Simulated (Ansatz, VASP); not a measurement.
# One calculation of CoSi2, two programs

```xyz
3
Lattice="0.0000 2.7154 2.7154 2.7154 0.0000 2.7154 2.7154 2.7154 0.0000" Properties=species:S:1:pos:R:3 pbc="T T T"
Co    0.0000    0.0000    0.0000
Si    1.3577    1.3577    1.3577
Si    4.0731    4.0731    4.0731
```

Alike in both runs: task single point; functional PBE; k mesh 14 × 14 × 14; occupations gaussian, width 0.15 eV; no spin polarisation.

|  | VASP | Ansatz |
| --- | --- | --- |
| version | VASP 6.6.1 | Ansatz 0.2.0 |
| potentials or method | VASP PAW PBE potentials, release 64 (Co, Si), cutoff 520 eV | scalar-relativistic, plane waves, PAW |
| valence electrons in the cell | 17 | 25 |

VASP gave:

| Property | Result |
| --- | --- |
| gap on the k mesh at the Fermi level (eV) | none |
| pressure (GPa) | -6.6 |

Problem. What did Ansatz give for the same quantities?

Solution. gap on the k mesh at the Fermi level (eV): none; pressure (GPa): -6.4.

A gap of «none» marks a metal or a gap that the smearing closes. VASP's potentials hold 17 valence electrons a cell and Ansatz's 25, so a difference there can come from the potentials and not from the codes.
